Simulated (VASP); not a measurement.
# SiNi (CsCl type) (Pm-3m) in VASP: a series of runs, part 2 of 2

VASP 6.6.1.

## Step 3: Relaxation of cell and atoms, PBE, target pressure 110 GPa, at which the enthalpy is minimised

This run uses another cell than the first one, of 8.99 Å³/atom.

INCAR

```
PREC     = Accurate       # precision mode
ENCUT    = 600            # plane-wave cutoff, eV
EDIFF    = 1E-7           # SCF threshold, eV
ISMEAR   = -1             # smearing method
SIGMA    = 0.08           # smearing width, eV
LREAL    = F              # projectors in reciprocal space
LASPH    = T              # aspherical terms in the spheres
NELM     = 100            # most SCF steps
ALGO     = Normal         # electronic algorithm
ISIF     = 3              # what is computed and relaxed
LWAVE    = F              # write WAVECAR
LCHARG   = F              # write CHGCAR
GGA      = PE             # functional
IBRION   = 2              # ionic algorithm
NSW      = 60             # ionic steps
EDIFFG   = -0.005         # ionic threshold
PSTRESS  = 1100.0
```

KPOINTS

```
regular mesh
0
Gamma
  16 16 16
```

POSCAR

```
SiNi
1.0
    2.6200823951      0.0000000000      0.0000000000
    0.0000000000      2.6200823951      0.0000000000
    0.0000000000      0.0000000000      2.6200823951
Ni Si
1 1
Direct
    0.0000000000      0.0000000000      0.0000000000
    0.5000000000      0.5000000000      0.5000000000
```

Potentials or basis: VASP PAW PBE potentials, release 64 (Ni, Si).

On the command line:

```bash
> cat potpaw_PBE.64/Ni/POTCAR potpaw_PBE.64/Si/POTCAR > POTCAR
> mpirun -np 1 vasp_std > vasp.out
```

OUTCAR:

```text
PREC = Accurate
   ENCUT = 600
   EDIFF = 1E-7
   ISMEAR = -1
   LREAL = F
   LASPH = T
   NELM = 100
   ISIF = 3
   GGA = PE
   IBRION = 2
   NSW = 60
   EDIFFG = -0.005
   PSTRESS = 1100.0

 ion  position               nearest neighbor table
   1  0.000  0.000  0.000-   2 2.27   2 2.27   2 2.27   2 2.27   2 2.27   2 2.27   2 2.27   2 2.27

   2  0.500  0.500  0.500-   1 2.27   1 2.27   1 2.27   1 2.27   1 2.27   1 2.27   1 2.27   1 2.27

  LATTYP: Found a simple cubic cell.
 ALAT       =     2.6200823951

  Lattice vectors:

 A1 = (   2.6200823951,   0.0000000000,   0.0000000000)
 A2 = (   0.0000000000,   2.6200823951,   0.0000000000)
 A3 = (   0.0000000000,   0.0000000000,   2.6200823951)

Analysis of symmetry for initial positions (statically):
=====================================================================
 Subroutine PRICEL returns:
 Original cell was already a primitive cell.

 Routine SETGRP: Setting up the symmetry group for a
 simple cubic supercell.

 Subroutine GETGRP returns: Found 48 space group operations
 (whereof 48 operations were pure point group operations)
 out of a pool of 48 trial point group operations.

The static configuration has the point symmetry O_h .

Analysis of symmetry for dynamics (positions and initial velocities):
=====================================================================
 Subroutine PRICEL returns:
 Original cell was already a primitive cell.

 Routine SETGRP: Setting up the symmetry group for a
 simple cubic supercell.

 Subroutine GETGRP returns: Found 48 space group operations
 (whereof 48 operations were pure point group operations)
 out of a pool of 48 trial point group operations.

The dynamic configuration has the point symmetry O_h .

 Subroutine INISYM returns: Found 48 space group operations
 (whereof 48 operations are pure point group operations),
 and found     1 'primitive' translations
[... 128 lines left out ...]
  energy-cutoff  :      600.00
  volume of cell :       17.99
 maximum number of plane-waves:       624
 NGX is ok and might be reduce to    24
   NGX = 11   NGY = 11   NGZ = 11

--------------------------------------- Ionic step        1  -------------------------------------------

 number of electron      13.9999999 magnetization

 Free energy of the ion-electron system (eV)
  ---------------------------------------------------
  ext. energy  EPLUGINS =         0.00000000
  ---------------------------------------------------
  free energy    TOTEN  =       -10.57719899 eV

  energy without entropy =      -10.57044646  energy(sigma->0) =      -10.57382272

------------------------ aborting loop because EDIFF is reached ----------------------------------------

  FORCE on cell =-STRESS in cart. coord.  units (eV):
  Direction    XX          YY          ZZ          XY          YZ          ZX
  --------------------------------------------------------------------------------------
  -------------------------------------------------------------------------------------
  Total        8.1845698      8.1845698      8.1845698     -0.0000000      0.0000000      0.0000000
  in kB      729.0571838    729.0571838    729.0571838     -0.0000000      0.0000000      0.0000000
  external PRESSURE =    -370.9428162 kB  Pullay stress =    1100.0000000 kB
[... 139 lines left out ...]
--------------------------------------- Ionic step        5  -------------------------------------------

 number of electron      14.0000005 magnetization

 Free energy of the ion-electron system (eV)
  ---------------------------------------------------
  ext. energy  EPLUGINS =         0.00000000
  ---------------------------------------------------
  free energy    TOTEN  =        -9.90282959 eV

  energy without entropy =       -9.89795574  energy(sigma->0) =       -9.90039267

 E-fermi :  18.0977     XC(G=0): -14.2039

 val. band max:       18.0852117398   @ k =   0.5000   0.5000   0.3125
 cond. band min:      18.0992933704   @ k =   0.2500   0.2500   0.2500
 fundamental gap:      0.0140816306
 Fermi energy:        18.0977373711

 k-point     1 :       0.0000    0.0000    0.0000
  band No.  band energies     occupation
      1       0.1210      2.00000
      2      10.9938      2.00000
      3      10.9938      2.00000
      4      14.0475      2.00000
      5      14.0475      2.00000
      6      14.0475      2.00000
      7      20.6229      0.00000
      8      20.6229      0.00000
      9      20.6229      0.00000
     10      24.6498      0.00000
     11      24.6498      0.00000
[... 309 lines left out ...]
 k-point    24 :       0.5000    0.1250    0.0000
  band No.  band energies     occupation
      1       5.2347      2.00000
      2       6.2830      2.00000
      3      12.0551      2.00000
      4      12.3622      2.00000
      5      12.6799      2.00000
      6      14.0337      2.00000
      7      15.4805      2.00000
      8      22.3503      0.00000
      9      24.8628      0.00000
     10      27.1851      0.00000
     11      27.4547      0.00000

 [... further k-points ...]

------------------------ aborting loop because EDIFF is reached ----------------------------------------

  FORCE on cell =-STRESS in cart. coord.  units (eV):
  Direction    XX          YY          ZZ          XY          YZ          ZX
  --------------------------------------------------------------------------------------
  -------------------------------------------------------------------------------------
  Total       11.5285713     11.5285713     11.5285713     -0.0000000     -0.0000000      0.0000000
  in kB     1099.9620585   1099.9620585   1099.9620585     -0.0000000     -0.0000000      0.0000000
  external PRESSURE =      -0.0379415 kB  Pullay stress =    1100.0000000 kB
[... 21 lines left out ...]
  energy  without entropy=       -9.8979557414  energy(sigma->0) =       -9.90039267

  enthalpy is  TOTEN    =         1.6261394041 eV   P V=       11.5289689950

 reached required accuracy - stopping structural energy minimisation
```

OSZICAR:

```text
N       E                     dE             d eps       ncg     rms          rms(c)
DAV:   1     0.553163170361E+02    0.55316E+02   -0.74088E+03  3710   0.174E+03
DAV:   2    -0.993764273303E+01   -0.65254E+02   -0.60990E+02  3684   0.250E+02
DAV:   3    -0.121538106994E+02   -0.22162E+01   -0.21287E+01  4270   0.527E+01
[... 55 lines left out ...]
DAV:   3    -0.990284653498E+01    0.38379E-03   -0.20776E-03  4197   0.104E+00    0.412E-02
DAV:   4    -0.990283001812E+01    0.16517E-04   -0.35538E-05  4083   0.846E-02    0.590E-03
DAV:   5    -0.990282974631E+01    0.27181E-06   -0.14014E-06  5271   0.168E-02    0.337E-03
DAV:   6    -0.990282962685E+01    0.11946E-06   -0.12770E-07  1989   0.615E-03    0.621E-04
DAV:   7    -0.990282959092E+01    0.35930E-07   -0.44071E-08  1863   0.404E-03
   5 F= 0.16261394E+01 E0= 0.16285763E+01  d E =-.145524E+00
```

CONTCAR:

```text
SiNi
   1.00000000000000
     2.5607634128493841    0.0000000000000000    0.0000000000000000
    -0.0000000000000000    2.5607634128493841    0.0000000000000000
     0.0000000000000000    0.0000000000000000    2.5607634128493841
  Ni              Si
     1     1
Direct
     0.0000000000000000    0.0000000000000000    0.0000000000000000
     0.5000000000000000    0.5000000000000000    0.5000000000000000

  0.00000000E+00  0.00000000E+00  0.00000000E+00
  0.00000000E+00  0.00000000E+00  0.00000000E+00
```

Run time: 91 s. Hardware: 1 thread of Intel Xeon Platinum 8375C at 2.90GHz (Ice Lake), shared host; peak memory 0.18 GiB.

Results:

```
Free energy                                                : -9.9028 eV
Relaxed volume                                             : 8.40 Å³/atom
Relaxed cell                                               : a = 2.561 Å, b = 2.561 Å, c = 2.561 Å, α = 90.00°, β = 90.00°, γ = 90.00°
Space group after relaxing (to 0.1 Å)                      : Pm-3m (No. 221)
Energy change on relaxing (the run minimises the enthalpy) : +337.2 meV/atom
Ionic steps                                                : 5
Pressure after relaxing                                    : 110.0 GPa
Band gap on the k mesh                                     : zero (bands 7 and 8 overlap by 3.29 eV)
```

The path:
```
step  energy change (eV)  largest force (eV/Å)  pressure (GPa)  volume (Å³)
   1              0.0000                0.0000           72.91        17.99
   2              5.5099                0.0000          353.83        13.09
   3              0.5959                0.0000          105.83        16.91
   4              0.6559                0.0000          109.02        16.82
   5              0.6744                0.0000          110.00        16.79
```

Final structure:
```xyz
2
Lattice="2.5608 0.0000 0.0000 0.0000 2.5608 0.0000 0.0000 0.0000 2.5608" Properties=species:S:1:pos:R:3 pbc="T T T"
Ni    0.0000    0.0000    0.0000
Si    1.2804    1.2804    1.2804
```

Levels at points of the mesh, in eV from the Fermi level:
```tsv
k point	band 5	band 6	band 7	band 8	band 9	band 10
(0.00, 0.00, 0.00)	-4.05	-4.05	2.53	2.53	2.53	6.55
(0.50, 0.00, 0.00)	-5.47	-3.86	-2.59	5.26	8.95	8.95
(0.50, 0.50, 0.00)	-5.07	-5.07	-3.07	0.29	0.60	9.44
(0.50, 0.50, 0.50)	-3.01	-0.68	-0.68	-0.68	2.63	2.63
```

Caveat: the cell is relaxed towards a set pressure, so the run minimises the enthalpy, not the energy. Spin polarisation is off, so any magnetic state and its effect on volume and gap are missing.
